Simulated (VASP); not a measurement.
# CsSrF3 (P4/mmm) in VASP: a series of runs

Runs on CsSrF3. Level: LDA. Tasks: single point.

Program: VASP 6.6.1. These are calculated values, not measurements. Logs are shortened: lines on timing, memory, paths and dates and some standing lists are left out, and cuts for length are marked.

## (1) The cell of the first run

It takes space group P4/mmm (No. 123, tetragonal). The conventional cell has a = 4.692 Å, b = 4.692 Å, c = 4.906 Å, α = 90.00°, β = 90.00°, γ = 90.00°. Within 4.4 Å of Cs (site symmetry 4/mmm) lie 12 F at 3.32 to 3.39 Å and 8 Sr at 4.13 Å. Sr (site symmetry 4/mmm) has 6 F at 2.35 to 2.45 Å within 3.1 Å. F (site symmetry mmm) has 2 Sr at 2.35 Å within 3.1 Å. F (site symmetry 4/mmm) has 2 Sr at 2.45 Å within 3.2 Å.

## (2) Single point, LDA (strain -0.015 along x and y, +0.030 along z)

The input, INCAR:

```
SYSTEM = CsSrF3
PREC = Accurate ; ENCUT = 520
EDIFF = 1E-6 ; ISMEAR = 0
SIGMA = 0.05 ; LREAL = .False.
LASPH = .True. ; NELM = 80
ALGO = Normal ; ISIF = 2
LWAVE = .False. ; LCHARG = .False.
GGA = CA ; NBANDS = 28
```

The input, KPOINTS:

```
regular mesh
0
Gamma
  6 6 6
  0 0 0
```

The input, POSCAR:

```
CsSrF3
1.0
    4.6917983048      0.0000000000      0.0000000000
    0.0000000000      4.6917983048      0.0000000000
    0.0000000000      0.0000000000      4.9061444203
Cs Sr F
1 1 3
Direct
    0.0000000000      0.0000000000      0.0000000000
    0.5000000000      0.5000000000      0.5000000000
    0.0000000000      0.5000000000      0.5000000000
    0.5000000000      0.0000000000      0.5000000000
    0.5000000000      0.5000000000      0.0000000000
```

Potentials or basis: VASP PAW LDA potentials, release 64 (Cs_sv, Sr_sv, F).

On the command line:

```console
$ cat potpaw_LDA.64/Cs_sv/POTCAR potpaw_LDA.64/Sr_sv/POTCAR potpaw_LDA.64/F/POTCAR > POTCAR
$ mpirun -np 1 vasp_std > vasp.out
```

OUTCAR:

```text
SYSTEM = CsSrF3
   PREC = Accurate
   ENCUT = 520
   EDIFF = 1E-6
   ISMEAR = 0
   LREAL = .False.
   LASPH = .True.
   NELM = 80
   ISIF = 2
   GGA = CA

 ion  position               nearest neighbor table
   1  0.000  0.000  0.000-   2 4.13   2 4.13   2 4.13   2 4.13   2 4.13   2 4.13   2 4.13   2 4.13

   2  0.500  0.500  0.500-   3 2.35   4 2.35   4 2.35   3 2.35   5 2.45   5 2.45   1 4.13   1 4.13
                             1 4.13   1 4.13   1 4.13   1 4.13   1 4.13   1 4.13
   3  0.000  0.500  0.500-   2 2.35   2 2.35
   4  0.500  0.000  0.500-   2 2.35   2 2.35
   5  0.500  0.500  0.000-   2 2.45   2 2.45

  LATTYP: Found a simple tetragonal cell.
 ALAT       =     4.6917983048
 C/A-ratio  =     1.0456852792

  Lattice vectors:

 A1 = (   4.6917983048,   0.0000000000,   0.0000000000)
 A2 = (   0.0000000000,   4.6917983048,   0.0000000000)
 A3 = (   0.0000000000,   0.0000000000,   4.9061444203)

Analysis of symmetry for initial positions (statically):
=====================================================================
 Subroutine PRICEL returns:
 Original cell was already a primitive cell.

 Routine SETGRP: Setting up the symmetry group for a
 simple tetragonal supercell.

 Subroutine GETGRP returns: Found 16 space group operations
 (whereof 16 operations were pure point group operations)
 out of a pool of 16 trial point group operations.

The static configuration has the point symmetry D_4h.

Analysis of symmetry for dynamics (positions and initial velocities):
=====================================================================
 Subroutine PRICEL returns:
 Original cell was already a primitive cell.

 Routine SETGRP: Setting up the symmetry group for a
 simple tetragonal supercell.

 Subroutine GETGRP returns: Found 16 space group operations
 (whereof 16 operations were pure point group operations)
 out of a pool of 16 trial point group operations.

The dynamic configuration has the point symmetry D_4h.

 Subroutine INISYM returns: Found 16 space group operations
 (whereof 16 operations are pure point group operations),
 and found     1 'primitive' translations

----------------------------------------------------------------------------------------

                                     Primitive cell

  volume of cell :     107.9988

  direct lattice vectors                    reciprocal lattice vectors
     4.691798305  0.000000000  0.000000000     0.213137892  0.000000000  0.000000000
     0.000000000  4.691798305  0.000000000     0.000000000  0.213137892  0.000000000
     0.000000000  0.000000000  4.906144420     0.000000000  0.000000000  0.203826042

  length of vectors
     4.691798305  4.691798305  4.906144420     0.213137892  0.213137892  0.203826042

  position of ions in fractional coordinates (direct lattice)
     0.000000000  0.000000000  0.000000000
     0.500000000  0.500000000  0.500000000
     0.000000000  0.500000000  0.500000000
     0.500000000  0.000000000  0.500000000
     0.500000000  0.500000000  0.000000000

  ion indices of the primitive-cell ions
   primitive index   ion index
                 1           1
                 2           2
                 3           3
                 4           4
                 5           5

----------------------------------------------------------------------------------------

 KPOINTS: regular mesh

Automatic generation of k-mesh.
 Grid dimensions read from file:
 generate k-points for:    6    6    6

 Generating k-lattice:

  Cartesian coordinates                     Fractional coordinates (reciprocal lattice)
     0.035522982  0.000000000  0.000000000     0.166666667  0.000000000  0.000000000
     0.000000000  0.035522982  0.000000000     0.000000000  0.166666667  0.000000000
     0.000000000  0.000000000  0.033971007     0.000000000  0.000000000  0.166666667

  Length of vectors
     0.035522982  0.035522982  0.033971007

  Shift w.r.t. Gamma in fractional coordinates (k-lattice)
     0.000000000  0.000000000  0.000000000

 Subroutine IBZKPT returns following result:
 ===========================================

 Found     40 irreducible k-points:

 Following reciprocal coordinates:
            Coordinates               Weight
  0.000000  0.000000  0.000000      1.000000
  0.166667  0.000000  0.000000      4.000000
  0.333333  0.000000  0.000000      4.000000
  0.500000  0.000000  0.000000      2.000000
  0.166667  0.166667  0.000000      4.000000
  0.333333  0.166667  0.000000      8.000000
[... 16 lines left out ...]
  0.333333  0.000000  0.333333      8.000000
  0.500000  0.000000  0.333333      4.000000
 [... further k-points ...]
   k-points           NKPTS =     40   k-points in BZ     NKDIM =     40   number of bands    NBANDS=     28
   number of dos      NEDOS =    301   number of ions     NIONS =      5
   total plane-waves  NPLWV =  46656
   dimension x,y,z NGX =    36 NGY =   36 NGZ =   36
   dimension x,y,z NGXF=    72 NGYF=   72 NGZF=   72
   ions per type =               1   1   3
   NGX,Y,Z   is equivalent  to a cutoff of  12.76, 12.76, 12.20 a.u.
   NGXF,Y,Z  is equivalent  to a cutoff of  25.51, 25.51, 24.40 a.u.
 SYSTEM =  CsSrF3
   PREC   = accura    normal or accurate (medium, high low for compatibility)
   ISTART =      0    job   : 0-new  1-cont  2-samecut
   ICHARG =      2    charge: 1-file 2-atom 10-const
   ISPIN  =      1    spin polarized calculation?
   LNONCOLLINEAR =      F non collinear calculations
   LSORBIT =      F    spin-orbit coupling
   LASPH  =      T    aspherical Exc in radial PAW
   ENCUT  =  520.0 eV  38.22 Ry    6.18 a.u.   8.72  8.72  9.12*2*pi/ulx,y,z
   NELM   =     80;   NELMIN=  2; NELMDL= -5     # of ELM steps
   EDIFF  = 0.1E-05   stopping-criterion for ELM
   LREAL  =      F    real-space projection
   EDIFFG = 0.1E-04   stopping-criterion for IOM
   NSW    =      0    number of steps for IOM
   IBRION =     -1    ionic relax: 0-MD 1-quasi-New 2-CG
   NFREE  =      0    steps in history (QN), initial steepest desc. (CG)
   ISIF   =      2    stress and relaxation
   ISYM   =      2    0-nonsym 1-usesym 2-fastsym
   POTIM  = 0.5000    time-step for ionic-motion
   TEBEG  =    0.0;   TEEND  =   0.0 temperature during run
   PSTRESS=    0.0 pullay stress
   NELECT =      40.0000    total number of electrons
   NUPDOWN=      -1.0000    fix difference up-down
   EMIN   =  10.00;   EMAX   =-10.00  energy-range for DOS
   EFERMI =   0.00;   METHOD = LEGACY
   ISMEAR =     0;   SIGMA  =   0.05  broadening in eV -4-tet -1-fermi 0-gaus
   EFERMI_NEDOS =   21; number of points for ismear=-14 and -15
   IALGO  =     38    algorithm
   IMIX   =      4    mixing-type and parameters
     AMIX     =   0.40;   BMIX     =  1.00
     AMIX_MAG =   1.60;   BMIX_MAG =  1.00
  volume/ion in A,a.u.               =      21.60       145.76
  Fermi-wavevector in a.u.,A,eV,Ry     =   1.175678  2.221710 18.806237  1.382219
  Thomas-Fermi vector in A             =   2.312055
   LORBIT       =      0    0 simple, 1 ext, 2 COOP (PROOUT), +10 PAW based schemes
   GGA     = CA    functional components
   LHFCALC =     F    Hartree Fock is set to
   AEXX    =    0.0000 exact exchange contribution
   IVDW    =     0    specifies the selected vdW correction
   LEPSILON=     F    determine dielectric tensor
   LRPA    =     F    only Hartree local field effects (RPA)
 non-spin polarized calculation
 Gauss-broadening in eV      SIGMA  =   0.05
  energy-cutoff  :      520.00
  volume of cell :      108.00
 maximum number of plane-waves:      2939
 NGX is ok and might be reduce to    36
   NGX = 17   NGY = 17   NGZ = 19

 number of electron      40.0000003 magnetization

 Free energy of the ion-electron system (eV)
  ---------------------------------------------------
  ext. energy  EPLUGINS =         0.00000000
  ---------------------------------------------------
  free energy    TOTEN  =       -27.09407984 eV

  energy without entropy =      -27.09407984  energy(sigma->0) =      -27.09407984

 E-fermi :  -2.2140     XC(G=0):  -9.0867

 val. band max:       -2.4684916630   @ k =   0.0000   0.0000   0.0000
 cond. band min:       3.5318070570   @ k =   0.0000   0.0000   0.0000
 fundamental gap:      6.0002987200
 Fermi energy:        -2.2139719045

 k-point     1 :       0.0000    0.0000    0.0000
  band No.  band energies     occupation
      1     -32.0841      2.00000
      2     -21.1233      2.00000
      3     -21.0850      2.00000
      4     -20.9068      2.00000
      5     -20.1834      2.00000
      6     -14.5138      2.00000
[... 20 lines left out ...]
     27       9.4675      0.00000
     28       9.5879      0.00000

 k-point     2 :       0.1667    0.0000    0.0000
  band No.  band energies     occupation
      1     -32.0808      2.00000
      2     -21.1687      2.00000
      3     -21.0933      2.00000
      4     -20.9002      2.00000
      5     -20.1992      2.00000
      6     -14.5104      2.00000
[... 20 lines left out ...]
     27       8.9717      0.00000
     28       9.0312      0.00000

 k-point     3 :       0.3333    0.0000    0.0000
  band No.  band energies     occupation
      1     -32.0741      2.00000
      2     -21.2848      2.00000
      3     -21.0819      2.00000
      4     -20.8816      2.00000
      5     -20.2327      2.00000
      6     -14.5036      2.00000
[... 20 lines left out ...]
     27       8.1383      0.00000
     28       8.3263      0.00000

 k-point     4 :       0.5000    0.0000    0.0000
  band No.  band energies     occupation
      1     -32.0707      2.00000
      2     -21.3421      2.00000
      3     -21.0758      2.00000
      4     -20.8703      2.00000
      5     -20.2508      2.00000
      6     -14.5002      2.00000
[... 578 lines left out ...]
     27       7.7398      0.00000
     28       7.8168      0.00000

 k-point    23 :       0.3333    0.0000    0.3333
  band No.  band energies     occupation
      1     -32.0691      2.00000
      2     -21.2679      2.00000
      3     -21.0766      2.00000
      4     -20.9930      2.00000
      5     -20.2524      2.00000
      6     -14.4980      2.00000
[... 20 lines left out ...]
     27       7.6871      0.00000
     28       8.3869      0.00000

 k-point    24 :       0.5000    0.0000    0.3333
  band No.  band energies     occupation
      1     -32.0658      2.00000
      2     -21.3258      2.00000
      3     -21.0743      2.00000
      4     -20.9815      2.00000
      5     -20.2642      2.00000
      6     -14.4948      2.00000
[... 20 lines left out ...]
     27       8.1507      0.00000
     28       9.2378      0.00000

 [... further k-points ...]
[... 5 lines left out ...]
  --------------------------------------------------------------------------------------
  -------------------------------------------------------------------------------------
  Total       -1.1865224     -1.1865224     -3.2745314      0.0000000      0.0000000      0.0000000
  in kB      -17.6022227    -17.6022227    -48.5781250      0.0000000      0.0000000      0.0000000
  external PRESSURE =     -27.9275235 kB  Pullay stress =       0.0000000 kB

 VOLUME and BASIS-vectors are now :
 -----------------------------------------------------------------------------
  energy-cutoff  :      520.00
  volume of cell :      108.00
      direct lattice vectors                 reciprocal lattice vectors
     4.691798305  0.000000000  0.000000000     0.213137892  0.000000000  0.000000000
     0.000000000  4.691798305  0.000000000     0.000000000  0.213137892  0.000000000
     0.000000000  0.000000000  4.906144420     0.000000000  0.000000000  0.203826042

 POSITION                                       TOTAL-FORCE (eV/Angst)
 -----------------------------------------------------------------------------------
      0.00000      0.00000      0.00000         0.000000      0.000000      0.000000
      2.34590      2.34590      2.45307         0.000000      0.000000      0.000000
      0.00000      2.34590      2.45307         0.000000      0.000000      0.000000
      2.34590      0.00000      2.45307         0.000000      0.000000      0.000000
      2.34590      2.34590      0.00000         0.000000      0.000000      0.000000
 -----------------------------------------------------------------------------------
    total drift:                                0.000000      0.000000      0.000000

  FREE ENERGIE OF THE ION-ELECTRON SYSTEM (eV)
  ---------------------------------------------------
  free  energy   TOTEN  =       -27.0940798368 eV

  energy  without entropy=      -27.0940798368  energy(sigma->0) =      -27.09407984
```

Wall time 54 s (1 thread of AMD EPYC 9R45 (Zen 5), shared host); peak memory 0.22 GiB.

What came out:

```
Free energy            : -27.0941 eV
Pressure               : -2.8 GPa
Band gap on the k mesh : 6.00 eV, direct
```

Caveat: the cell differs from its parent crystal (strain -0.015 along x and y, +0.030 along z); spin-orbit coupling is left out, which moves the levels of the heavy elements. A k mesh can miss the band edges.

## (3) Single point, LDA (strain +0.015 along x and y, -0.030 along z)

The input, INCAR:

```
SYSTEM = CsSrF3
PREC = Accurate
ENCUT = 520
EDIFF = 1E-6
ISMEAR = 0
SIGMA = 0.05
LREAL = .False.
LASPH = .True.
NELM = 60
ALGO = Normal
ISIF = 2
LWAVE = .False.
LCHARG = .False.
GGA = CA
NBANDS = 28
```

KPOINTS is that of step 2.

Edit POSCAR of step 2 so:

```diff
@@ -2,5 +2,5 @@
 1.0
-    4.6917983048      0.0000000000      0.0000000000
-    0.0000000000      4.6917983048      0.0000000000
-    0.0000000000      0.0000000000      4.9061444203
+    4.8346957152      0.0000000000      0.0000000000
+    0.0000000000      4.8346957152      0.0000000000
+    0.0000000000      0.0000000000      4.6203495997
 Cs Sr F
```

Potentials or basis: VASP PAW LDA potentials, release 64 (Cs_sv, Sr_sv, F).

On the command line:

```console
$ cat potpaw_LDA.64/Cs_sv/POTCAR potpaw_LDA.64/Sr_sv/POTCAR potpaw_LDA.64/F/POTCAR > POTCAR
$ mpirun -np 1 vasp_std > vasp.out
```

It took 55 s on 1 thread of AMD EPYC 9R45 (Zen 5), shared host; peak memory 0.22 GiB.

The run converged. Its results:

```
Free energy            : -27.0893 eV
Pressure               : -2.8 GPa
Band gap on the k mesh : 5.97 eV, direct
```

Stress tensor (GPa, compression positive):
```
-4.01  0.00  0.00
 0.00 -4.01  0.00
 0.00  0.00 -0.30
```

Levels at points of the mesh, in eV from the valence-band top:
```csv
k point,band 16,band 17,band 18,band 19,band 20,band 21,band 22,band 23,band 24,band 25
"(0.00, 0.00, 0.00)",-0.31,-0.25,-0.07,-0.07,0.00,5.97,7.46,7.55,8.25,8.54
"(0.50, 0.00, 0.00)",-0.46,-0.40,-0.39,-0.09,-0.01,7.61,8.26,8.94,9.36,9.75
"(0.50, 0.50, 0.00)",-0.57,-0.46,-0.46,-0.08,-0.02,8.00,8.29,8.96,8.96,10.32
"(0.00, 0.00, 0.50)",-0.52,-0.52,-0.48,-0.08,-0.08,7.72,8.50,9.02,9.24,9.93
"(0.50, 0.00, 0.50)",-0.63,-0.24,-0.24,-0.11,-0.10,7.94,8.46,8.72,8.80,10.74
"(0.50, 0.50, 0.50)",-0.80,-0.57,-0.08,-0.08,-0.07,8.24,8.30,8.30,10.16,10.26
```

Caveat: the cell differs from its parent crystal (strain +0.015 along x and y, -0.030 along z); spin-orbit coupling is left out, which moves the levels of the heavy elements.

## (4) Single point, LDA (strain +0.000 along x and y, +0.015 along z)

The input, INCAR:

```
SYSTEM = CsSrF3
ALGO = Normal
EDIFF = 1E-6
ENCUT = 520
GGA = CA
ISIF = 2
ISMEAR = 0
LASPH = .True.
LCHARG = .False.
LREAL = .False.
LWAVE = .False.
NBANDS = 28
NELM = 80
PREC = Accurate
SIGMA = 0.05
```

The input, KPOINTS:

```
k-points
0
Gamma
  6 6 6
  0 0 0
```

Edit POSCAR of step 3 so:

```diff
@@ -2,5 +2,5 @@
 1.0
-    4.8346957152      0.0000000000      0.0000000000
-    0.0000000000      4.8346957152      0.0000000000
-    0.0000000000      0.0000000000      4.6203495997
+    4.7632470100      0.0000000000      0.0000000000
+    0.0000000000      4.7632470100      0.0000000000
+    0.0000000000      0.0000000000      4.8346957152
 Cs Sr F
```

On the command line:

```console
$ cat potpaw_LDA.64/Cs_sv/POTCAR potpaw_LDA.64/Sr_sv/POTCAR potpaw_LDA.64/F/POTCAR > POTCAR
$ mpirun -np 1 vasp_std > vasp.out
```

Run time: 53 s. Hardware: 1 thread of AMD EPYC 9R45 (Zen 5), shared host; peak memory 0.22 GiB.

It converged, with:

```yaml
Free_energy: -27.0899 eV
Pressure: -3.5 GPa
Band_gap_on_the_k_mesh: 5.97 eV, direct
```

Stress tensor (GPa, compression positive):
```
-3.21  0.00  0.00
 0.00 -3.21  0.00
 0.00  0.00 -4.21
```

Levels at points of the mesh, in eV from the valence-band top:
```csv
k point,band 16,band 17,band 18,band 19,band 20,band 21,band 22,band 23,band 24,band 25
"(0.00, 0.00, 0.00)",-0.24,-0.24,-0.02,0.00,0.00,5.97,7.54,7.57,8.44,8.44
"(0.50, 0.00, 0.00)",-0.43,-0.42,-0.42,-0.04,-0.02,7.66,8.40,8.93,9.31,9.85
"(0.50, 0.50, 0.00)",-0.61,-0.19,-0.19,-0.06,-0.02,7.97,8.44,8.79,8.79,10.71
"(0.00, 0.00, 0.50)",-0.45,-0.34,-0.34,-0.02,-0.02,7.63,8.32,8.92,9.35,9.83
"(0.50, 0.00, 0.50)",-0.54,-0.26,-0.26,-0.04,-0.02,7.99,8.38,8.84,8.87,10.56
"(0.50, 0.50, 0.50)",-0.61,-0.61,-0.02,-0.01,-0.01,8.30,8.30,8.32,10.18,10.18
```

Caveat: the cell differs from its parent crystal (strain +0.000 along x and y, +0.015 along z); spin-orbit coupling is left out, which moves the levels of the heavy elements.

## (5) Single point, LDA (strain +0.000 along x and y, +0.030 along z)

Edit INCAR of step 4 so:

```diff
@@ -2,3 +2,3 @@
 ALGO = Normal
-EDIFF = 1E-6
+EDIFF = 1E-7
 ENCUT = 520
@@ -12,3 +12,3 @@
 NBANDS = 28
-NELM = 80
+NELM = 100
 PREC = Accurate
```

KPOINTS is that of step 4.

Edit POSCAR of step 4 so:

```diff
@@ -4,3 +4,3 @@
     0.0000000000      4.7632470100      0.0000000000
-    0.0000000000      0.0000000000      4.8346957152
+    0.0000000000      0.0000000000      4.9061444203
 Cs Sr F
```

On the command line:

```console
$ cat potpaw_LDA.64/Cs_sv/POTCAR potpaw_LDA.64/Sr_sv/POTCAR potpaw_LDA.64/F/POTCAR > POTCAR
$ mpirun -np 1 vasp_std > vasp.out
```

Wall time 70 s (1 thread of AMD EPYC 9R45 (Zen 5), shared host); peak memory 0.22 GiB.

The run converged. Its results:

* Free energy: -27.0441 eV
* Pressure: -4.0 GPa
* Band gap on the k mesh: 5.89 eV, indirect (least direct gap 5.91 eV)

Stress tensor (GPa, compression positive):
```
-3.36  0.00  0.00
 0.00 -3.36  0.00
 0.00  0.00 -5.18
```

Levels at points of the mesh, in eV from the valence-band top:
| k point | band 16 | band 17 | band 18 | band 19 | band 20 | band 21 | band 22 | band 23 | band 24 | band 25 |
| --- | --- | --- | --- | --- | --- | --- | --- | --- | --- | --- |
| (0.00, 0.00, 0.00) | -0.22 | -0.22 | -0.04 | -0.02 | -0.02 | 5.89 | 7.49 | 7.55 | 8.37 | 8.37 |
| (0.50, 0.00, 0.00) | -0.45 | -0.40 | -0.40 | -0.07 | -0.04 | 7.60 | 8.38 | 8.81 | 9.24 | 9.76 |
| (0.50, 0.50, 0.00) | -0.63 | -0.15 | -0.15 | -0.10 | -0.03 | 7.89 | 8.40 | 8.69 | 8.69 | 10.68 |
| (0.00, 0.00, 0.50) | -0.46 | -0.29 | -0.29 | -0.05 | -0.05 | 7.53 | 8.23 | 8.78 | 9.31 | 9.72 |
| (0.50, 0.00, 0.50) | -0.48 | -0.29 | -0.29 | -0.07 | -0.02 | 7.93 | 8.29 | 8.79 | 8.84 | 10.42 |
| (0.50, 0.50, 0.50) | -0.60 | -0.60 | -0.03 | 0.00 | 0.00 | 8.23 | 8.23 | 8.28 | 10.06 | 10.06 |

Caveat: the cell differs from its parent crystal (strain +0.000 along x and y, +0.030 along z); spin-orbit coupling is left out, which moves the levels of the heavy elements.

## (6) The runs side by side

```csv
cell,gap on the mesh (eV),pressure (GPa)
"a = 4.692, b = 4.692, c = 4.906 Å, 5 atoms",6.00,-2.8
"a = 4.835, b = 4.835, c = 4.620 Å, 5 atoms",5.97,-2.8
"a = 4.763, b = 4.763, c = 4.835 Å, 5 atoms",5.97,-3.5
"a = 4.763, b = 4.763, c = 4.906 Å, 5 atoms",5.89,-4.0
```

Alike in all rows: task single point; level LDA; potentials or basis VASP PAW LDA potentials, release 64 (Cs_sv, Sr_sv, F); no spin polarisation; k mesh 6 × 6 × 6; cutoff (eV) 520; smearing gaussian 0.05 eV.

Caveats: spin-orbit coupling is left out, which moves the levels of the heavy elements.

Absolute energies hang on the potentials; compare differences alone.
